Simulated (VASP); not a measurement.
# Zn in VASP: a series of runs, part 2 of 2

VASP 6.6.1.

**3. Single point, PBEsol**

This run uses another cell than the first one, of 16.07 Å³/atom, 1.020 times its volume.

The input, INCAR:

```
  PREC = Accurate
  ENCUT = 520
  EDIFF = 1E-7
  ISMEAR = -1
  SIGMA = 0.05
  LREAL = False
  LASPH = True
  NELM = 80
  ALGO = Fast
  ISIF = 2
  LWAVE = False
  LCHARG = True
  GGA = PS
  LELF = True
  LVHAR = True
  NBANDS = 12
```

The input, KPOINTS:

```
regular mesh
0
Gamma
  10 10 10
```

The input, POSCAR:

```
Zn
1.0
   -1.5690370000      1.5690370000      1.6317984800
    1.5690370000     -1.5690370000      1.6317984800
    1.5690370000      1.5690370000     -1.6317984800
Zn
1
Direct
    0.0000000000      0.0000000000      0.0000000000
```

Potentials or basis: VASP PAW PBE potentials, release 64 (Zn).

On the command line:

```sh
cat potpaw_PBE.64/Zn/POTCAR > POTCAR
mpirun -np 1 vasp_std > vasp.out
```

OUTCAR:

```text
PREC = Accurate
   ENCUT = 520
   EDIFF = 1E-7
   ISMEAR = -1
   LREAL = False
   LASPH = True
   NELM = 80
   ISIF = 2
   GGA = PS

 ion  position               nearest neighbor table
   1  0.000  0.000  0.000-

  LATTYP: Found a body centered tetragonal cell.
 ALAT       =     3.1380740000
 C/A-ratio  =     1.0400000000

  Lattice vectors:

 A1 = (  -1.5690370000,   1.5690370000,   1.6317984800)
 A2 = (   1.5690370000,  -1.5690370000,   1.6317984800)
 A3 = (   1.5690370000,   1.5690370000,  -1.6317984800)

Analysis of symmetry for initial positions (statically):
=====================================================================
 Subroutine PRICEL returns:
 Original cell was already a primitive cell.

 Routine SETGRP: Setting up the symmetry group for a
 body centered tetragonal supercell.

 Subroutine GETGRP returns: Found 16 space group operations
 (whereof 16 operations were pure point group operations)
 out of a pool of 16 trial point group operations.

The static configuration has the point symmetry D_4h.

Analysis of symmetry for dynamics (positions and initial velocities):
=====================================================================
 Subroutine PRICEL returns:
 Original cell was already a primitive cell.

 Routine SETGRP: Setting up the symmetry group for a
 body centered tetragonal supercell.

 Subroutine GETGRP returns: Found 16 space group operations
 (whereof 16 operations were pure point group operations)
 out of a pool of 16 trial point group operations.

The dynamic configuration has the point symmetry D_4h.

 Subroutine INISYM returns: Found 16 space group operations
 (whereof 16 operations are pure point group operations),
 and found     1 'primitive' translations

----------------------------------------------------------------------------------------

                                     Primitive cell

  volume of cell :      16.0691

  direct lattice vectors                    reciprocal lattice vectors
    -1.569037000  1.569037000  1.631798480     0.000000000  0.318666800  0.306410385
     1.569037000 -1.569037000  1.631798480     0.318666800  0.000000000  0.306410385
     1.569037000  1.569037000 -1.631798480     0.318666800  0.318666800  0.000000000

  length of vectors
     2.754363900  2.754363900  2.754363900     0.442081275  0.442081275  0.450662911

  position of ions in fractional coordinates (direct lattice)
     0.000000000  0.000000000  0.000000000

  ion indices of the primitive-cell ions
   primitive index   ion index
                 1           1

----------------------------------------------------------------------------------------

 KPOINTS: regular mesh

Automatic generation of k-mesh.
 Grid dimensions read from file:
 generate k-points for:   10   10   10

 Generating k-lattice:

  Cartesian coordinates                     Fractional coordinates (reciprocal lattice)
     0.000000000  0.031866680  0.030641038     0.100000000  0.000000000 -0.000000000
     0.031866680  0.000000000  0.030641038     0.000000000  0.100000000 -0.000000000
     0.031866680  0.031866680  0.000000000     0.000000000  0.000000000  0.100000000

  Length of vectors
     0.044208127  0.044208127  0.045066291

  Shift w.r.t. Gamma in fractional coordinates (k-lattice)
     0.000000000  0.000000000  0.000000000

 Subroutine IBZKPT returns following result:
 ===========================================

 Found    102 irreducible k-points:

 Following reciprocal coordinates:
            Coordinates               Weight
  0.000000  0.000000  0.000000      1.000000
  0.100000  0.000000 -0.000000      8.000000
  0.200000  0.000000 -0.000000      8.000000
  0.300000  0.000000  0.000000      8.000000
  0.400000  0.000000 -0.000000      8.000000
  0.500000  0.000000 -0.000000      4.000000
[... 16 lines left out ...]
  0.300000  0.300000  0.000000      8.000000
  0.400000  0.300000  0.000000     16.000000
 [... further k-points ...]
   k-points           NKPTS =    102   k-points in BZ     NKDIM =    102   number of bands    NBANDS=     12
   number of dos      NEDOS =    301   number of ions     NIONS =      1
   total plane-waves  NPLWV =   8000
   dimension x,y,z NGX =    20 NGY =   20 NGZ =   20
   dimension x,y,z NGXF=    40 NGYF=   40 NGZF=   40
   ions per type =               1
   NGX,Y,Z   is equivalent  to a cutoff of  12.07, 12.07, 12.07 a.u.
   NGXF,Y,Z  is equivalent  to a cutoff of  24.14, 24.14, 24.14 a.u.
 SYSTEM =  unknown system
   PREC   = accura    normal or accurate (medium, high low for compatibility)
   ISTART =      0    job   : 0-new  1-cont  2-samecut
   ICHARG =      2    charge: 1-file 2-atom 10-const
   ISPIN  =      1    spin polarized calculation?
   LNONCOLLINEAR =      F non collinear calculations
   LSORBIT =      F    spin-orbit coupling
   LASPH  =      T    aspherical Exc in radial PAW
   ENCUT  =  520.0 eV  38.22 Ry    6.18 a.u.   5.12  5.12  5.12*2*pi/ulx,y,z
   NELM   =     80;   NELMIN=  2; NELMDL= -5     # of ELM steps
   EDIFF  = 0.1E-06   stopping-criterion for ELM
   LREAL  =      F    real-space projection
   EDIFFG = 0.1E-05   stopping-criterion for IOM
   NSW    =      0    number of steps for IOM
   IBRION =     -1    ionic relax: 0-MD 1-quasi-New 2-CG
   NFREE  =      0    steps in history (QN), initial steepest desc. (CG)
   ISIF   =      2    stress and relaxation
   ISYM   =      2    0-nonsym 1-usesym 2-fastsym
   POTIM  = 0.5000    time-step for ionic-motion
   TEBEG  =    0.0;   TEEND  =   0.0 temperature during run
   PSTRESS=    0.0 pullay stress
   NELECT =      12.0000    total number of electrons
   NUPDOWN=      -1.0000    fix difference up-down
   EMIN   =  10.00;   EMAX   =-10.00  energy-range for DOS
   EFERMI =   0.00;   METHOD = LEGACY
   ISMEAR =    -1;   SIGMA  =   0.05  broadening in eV -4-tet -1-fermi 0-gaus
   EFERMI_NEDOS =   21; number of points for ismear=-14 and -15
   IALGO  =     68    algorithm
   IMIX   =      4    mixing-type and parameters
     AMIX     =   0.40;   BMIX     =  1.00
     AMIX_MAG =   1.60;   BMIX_MAG =  1.00
  volume/ion in A,a.u.               =      16.07       108.44
  Fermi-wavevector in a.u.,A,eV,Ry     =   1.485266  2.806746 30.014664  2.206016
  Thomas-Fermi vector in A             =   2.598699
   LORBIT       =      0    0 simple, 1 ext, 2 COOP (PROOUT), +10 PAW based schemes
   GGA     = PS    functional components
   LHFCALC =     F    Hartree Fock is set to
   AEXX    =    0.0000 exact exchange contribution
   IVDW    =     0    specifies the selected vdW correction
   LEPSILON=     F    determine dielectric tensor
   LRPA    =     F    only Hartree local field effects (RPA)
 non-spin polarized calculation
 RMM-DIIS sequential band-by-band and
  energy-cutoff  :      520.00
  volume of cell :       16.07
 maximum number of plane-waves:       448
   NGX = 11   NGY = 11   NGZ = 11

 number of electron      11.9999994 magnetization

 Free energy of the ion-electron system (eV)
  ---------------------------------------------------
  ext. energy  EPLUGINS =         0.00000000
  ---------------------------------------------------
  free energy    TOTEN  =        -1.46563114 eV

  energy without entropy =       -1.46246575  energy(sigma->0) =       -1.46404844

 E-fermi :   2.7106     XC(G=0): -11.4263

 val. band max:        2.6903948856   @ k =  -0.4000  -0.4000   0.1000
 cond. band min:       2.7963703399   @ k =   0.4000   0.1000   0.0000
 fundamental gap:      0.1059754543
 Fermi energy:         2.7106209256

 k-point     1 :       0.0000    0.0000    0.0000
  band No.  band energies     occupation
      1      -7.3974      2.00000
      2      -4.9886      2.00000
      3      -4.9886      2.00000
      4      -4.9262      2.00000
      5      -4.5348      2.00000
      6      -4.4767      2.00000
      7      20.6276      0.00000
      8      20.9799      0.00000
      9      20.9799      0.00000
     10      22.5793      0.00000
     11      23.4200      0.00000
     12      23.4200      0.00000
[... 331 lines left out ...]
 k-point    24 :       0.4000    0.3000    0.0000
  band No.  band energies     occupation
      1      -5.2964      2.00000
      2      -5.0349      2.00000
      3      -4.8437      2.00000
      4      -4.5108      2.00000
      5      -4.4146      2.00000
      6       1.6254      2.00000
      7       4.2595      0.00000
      8       4.8133      0.00000
      9      13.3346      0.00000
     10      21.8270      0.00000
     11      23.6727      0.00000
     12      26.5609      0.00000

 [... further k-points ...]

------------------------ aborting loop because EDIFF is reached ----------------------------------------

  FORCE on cell =-STRESS in cart. coord.  units (eV):
  Direction    XX          YY          ZZ          XY          YZ          ZX
  --------------------------------------------------------------------------------------
  -------------------------------------------------------------------------------------
  Total       -0.7712581     -0.7712581     -0.4905867      0.0000000     -0.0000000      0.0000000
  in kB      -76.8984199    -76.8984199    -48.9140342      0.0000000     -0.0000000      0.0000000
  external PRESSURE =     -67.5702913 kB  Pullay stress =       0.0000000 kB

 VOLUME and BASIS-vectors are now :
 -----------------------------------------------------------------------------
  energy-cutoff  :      520.00
  volume of cell :       16.07
      direct lattice vectors                 reciprocal lattice vectors
    -1.569037000  1.569037000  1.631798480     0.000000000  0.318666800  0.306410385
     1.569037000 -1.569037000  1.631798480     0.318666800  0.000000000  0.306410385
     1.569037000  1.569037000 -1.631798480     0.318666800  0.318666800  0.000000000

 POSITION                                       TOTAL-FORCE (eV/Angst)
 -----------------------------------------------------------------------------------
      0.00000      0.00000      0.00000         0.000000      0.000000      0.000000
 -----------------------------------------------------------------------------------
    total drift:                                0.000000     -0.000000      0.000000

  FREE ENERGIE OF THE ION-ELECTRON SYSTEM (eV)
  ---------------------------------------------------
  free  energy   TOTEN  =        -1.4656311366 eV

  energy  without entropy=       -1.4624657516  energy(sigma->0) =       -1.46404844
```

OSZICAR:

```text
N       E                     dE             d eps       ncg     rms          rms(c)
DAV:   1     0.439973982036E+02    0.43997E+02   -0.65451E+03  2476   0.155E+03
DAV:   2    -0.222096908110E+00   -0.44219E+02   -0.41397E+02  2580   0.217E+02
DAV:   3    -0.158147164156E+01   -0.13594E+01   -0.13577E+01  2824   0.381E+01
DAV:   4    -0.158462566581E+01   -0.31540E-02   -0.31539E-02  2768   0.185E+00
DAV:   5    -0.158462827428E+01   -0.26085E-05   -0.26085E-05  2744   0.508E-02    0.255E+00
RMM:   6    -0.147389220313E+01    0.11074E+00   -0.28928E-01  2965   0.718E+00    0.203E+00
RMM:   7    -0.146866216585E+01    0.52300E-02   -0.91943E-03  3103   0.148E+00    0.979E-01
RMM:   8    -0.146567597062E+01    0.29862E-02   -0.17109E-03  2904   0.381E-01    0.599E-02
RMM:   9    -0.146564051033E+01    0.35460E-04   -0.48894E-04  3168   0.344E-01    0.591E-02
RMM:  10    -0.146563108710E+01    0.94232E-05   -0.33200E-05  3107   0.684E-02    0.484E-03
RMM:  11    -0.146563114148E+01   -0.54384E-07   -0.26277E-06  2999   0.187E-02    0.117E-03
RMM:  12    -0.146563113664E+01    0.48417E-08   -0.81008E-08  2047   0.380E-03
   1 F= -.14656311E+01 E0= -.14640484E+01  d E =-.316539E-02
```

stdout:

```text
POSCAR found type information on POSCAR Zn
 POSCAR found :  1 types and       1 ions
 scaLAPACK will be used
 -----------------------------------------------------------------------------
|                                                                             |
|                                                                             |
|     You enforced a specific xc type in the INCAR file but a different       |
|     I HOPE YOU KNOW WHAT YOU ARE DOING!                                     |
|                                                                             |
 -----------------------------------------------------------------------------

 LDA part: xc-table for (Slater+PW92), standard interpolation
 POSCAR, INCAR and KPOINTS ok, starting setup
 FFT: planning ... GRIDC
 FFT: planning ... GRID_SOFT
 FFT: planning ... GRID
 WAVECAR not read
 entering main loop
WARNING in EDDRMM: call to ZHEGV failed, returncode =   8  4     12
```

Run time: 28 s. Hardware: 1 thread of AMD EPYC 7R13, shared host; peak memory 0.1 GiB.

Results:

* Free energy: -1.4656 eV
* Pressure: -6.8 GPa
* Band gap on the k mesh: zero (band 6 reaches 6.00 eV, above the bottom of band 7 at 1.46 eV)

Caveat: the PAW data sets were made with another functional, which shifts forces and pressure a little.

**4. Single point, PBEsol**

This run uses another cell than the first one, of 11.58 Å³/atom, 0.735 times its volume.

The input, INCAR:

```
PREC = Accurate ; ENCUT = 520
EDIFF = 1E-7 ; ISMEAR = -1
SIGMA = 0.05 ; LREAL = False
LASPH = True ; NELM = 80
ALGO = Normal ; ISIF = 2
LWAVE = False ; LCHARG = False
GGA = PS ; NBANDS = 12
```

The input, KPOINTS:

```
regular mesh
0
Gamma
  12 12 12
```

The input, POSCAR:

```
Zn
1.0
   -1.4250798991      1.4250798991      1.4250798991
    1.4250798991     -1.4250798991      1.4250798991
    1.4250798991      1.4250798991     -1.4250798991
Zn
1
Direct
    0.0000000000      0.0000000000      0.0000000000
```

On the command line:

```sh
cat potpaw_PBE.64/Zn/POTCAR > POTCAR
mpirun -np 1 vasp_std > vasp.out
```

Run time: 5.4 s. Hardware: 1 thread of Intel Xeon Platinum 8375C at 2.90GHz (Ice Lake), shared host; peak memory 0.12 GiB.

It converged, with:

```yaml
Free_energy: -1.2744 eV
Pressure: 30.9 GPa
Band_gap_on_the_k_mesh: zero (band 6 reaches 10.00 eV, above the bottom of band 7 at 4.94 eV)
```

Levels at points of the mesh, in eV from the Fermi level:
| k point | band 3 | band 4 | band 5 | band 6 | band 7 | band 8 | band 9 | band 10 |
| --- | --- | --- | --- | --- | --- | --- | --- | --- |
| (0.00, 0.00, 0.00) | -9.10 | -9.10 | -8.27 | -8.27 | 23.01 | 23.01 | 23.01 | 23.98 |
| (0.50, 0.00, 0.00) | -8.31 | -8.21 | -7.71 | -4.34 | -0.71 | 13.56 | 14.36 | 17.58 |
| (0.50, 0.50, 0.50) | -7.85 | -7.85 | -7.85 | 4.35 | 4.35 | 4.35 | 9.44 | 9.44 |

Caveat: the PAW data sets were made with another functional, which shifts forces and pressure a little.

**5. Single point, PBEsol**

This run uses another cell than the first one, of 12.17 Å³/atom, 0.772 times its volume.

The input, INCAR:

```
SYSTEM = Zn
  PREC = Accurate
  ENCUT = 520
  EDIFF = 1E-6
  ISMEAR = -1
  SIGMA = 0.05
  LREAL = .FALSE.
  LASPH = .TRUE.
  NELM = 100
  ALGO = Fast
  ISIF = 2
  LWAVE = .FALSE.
  LCHARG = .FALSE.
  GGA = PS
  NBANDS = 12
```

The input, KPOINTS:

```
Automatic mesh
0
G
  12 12 12
  0 0 0
```

The input, POSCAR:

```
Zn
1.0
   -1.4488943868      1.4488943868      1.4488943868
    1.4488943868     -1.4488943868      1.4488943868
    1.4488943868      1.4488943868     -1.4488943868
Zn
1
Direct
    0.0000000000      0.0000000000      0.0000000000
```

On the command line:

```sh
cat potpaw_PBE.64/Zn/POTCAR > POTCAR
mpirun -np 1 vasp_std > vasp.out
```

Wall time 6.3 s (1 thread of Intel Xeon Platinum 8375C at 2.90GHz (Ice Lake), shared host); peak memory 0.13 GiB.

It converged, with:

```yaml
Free_energy: -1.3686 eV
Pressure: 20.8 GPa
Band_gap_on_the_k_mesh: zero (band 6 reaches 9.44 eV, above the bottom of band 7 at 4.34 eV)
```

Levels at points of the mesh, in eV from the Fermi level:
| k point | band 3 | band 4 | band 5 | band 6 | band 7 | band 8 | band 9 | band 10 |
| --- | --- | --- | --- | --- | --- | --- | --- | --- |
| (0.00, 0.00, 0.00) | -8.80 | -8.80 | -8.04 | -8.04 | 22.64 | 22.64 | 22.64 | 23.04 |
| (0.50, 0.00, 0.00) | -8.08 | -7.98 | -7.53 | -3.99 | -0.75 | 13.15 | 14.09 | 17.17 |
| (0.50, 0.50, 0.50) | -7.65 | -7.65 | -7.65 | 4.34 | 4.34 | 4.34 | 9.30 | 9.30 |

Caveat: the PAW data sets were made with another functional, which shifts forces and pressure a little.

**6. The runs side by side**

| cell | k mesh | gap on the mesh (eV) | pressure (GPa) |
| --- | --- | --- | --- |
| a = 2.736 Å, angles 110.0, 110.0, 108.4°, 1 atom | 10 × 10 × 10 | none | -5.9 |
| a = 2.754 Å, angles 110.5, 110.5, 107.3°, 1 atom | 10 × 10 × 10 | none | -6.8 |
| a = 2.468 Å, angles 109.5°, 1 atom | 12 × 12 × 12 | none | 30.9 |
| a = 2.510 Å, angles 109.5°, 1 atom | 12 × 12 × 12 | none | 20.8 |

Alike in all rows: task single point; level PBEsol; potentials or basis VASP PAW PBE potentials, release 64 (Zn); no spin polarisation; cutoff (eV) 520; smearing fermi-dirac 0.05 eV.

Caveats: the PAW data sets were made with another functional, which shifts forces and pressure a little.

Absolute energies hang on the potentials; compare differences alone.
